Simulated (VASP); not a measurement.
Here is a VASP 6.6.1 calculation.

POSCAR

```
Tl
1.0
   -1.9410000000      1.9410000000      1.9410000000
    1.9410000000     -1.9410000000      1.9410000000
    1.9410000000      1.9410000000     -1.9410000000
Tl
1
Direct
    0.0000000000      0.0000000000      0.0000000000
```

Contents of INCAR.step1:

```
ALGO = Normal
EDIFF = 1E-4
ENCUT = 520
GGA = PE
ISMEAR = -1
LASPH = True
LCHARG = False
LREAL = False
LWAVE = True
NBANDS = 12
NELM = 100
PREC = Accurate
SIGMA = 0.05
```

INCAR.step2

```
ALGO = Normal
EDIFF = 1E-8
ENCUT = 520
ISIF = 2
ISMEAR = -1
ISTART = 1
LASPH = True
LCHARG = False
LEFG = True
LMIXTAU = True
LREAL = False
LWAVE = False
METAGGA = R2SCAN
NBANDS = 12
NELM = 100
PREC = Accurate
SIGMA = 0.05
```

The input KPOINTS:

```
k-points
0
Gamma
  13 13 13
```

Potentials or basis: VASP PAW PBE potentials, release 64 (Tl_d).

Launch:

```bash
$ cat potpaw_PBE.64/Tl_d/POTCAR > POTCAR
$ cp INCAR.step1 INCAR
$ mpirun -np 1 vasp_std > vasp.out
$ cp INCAR.step2 INCAR
$ mpirun -np 1 vasp_std > vasp.out
```

Predict the pressure.

0.9 GPa.

Caveat: without QUAD_EFG the Cq values of the log hold for a quadrupole moment of 1 mb, not for the nuclei; the PAW data sets were made with another functional, which shifts forces and pressure a little.
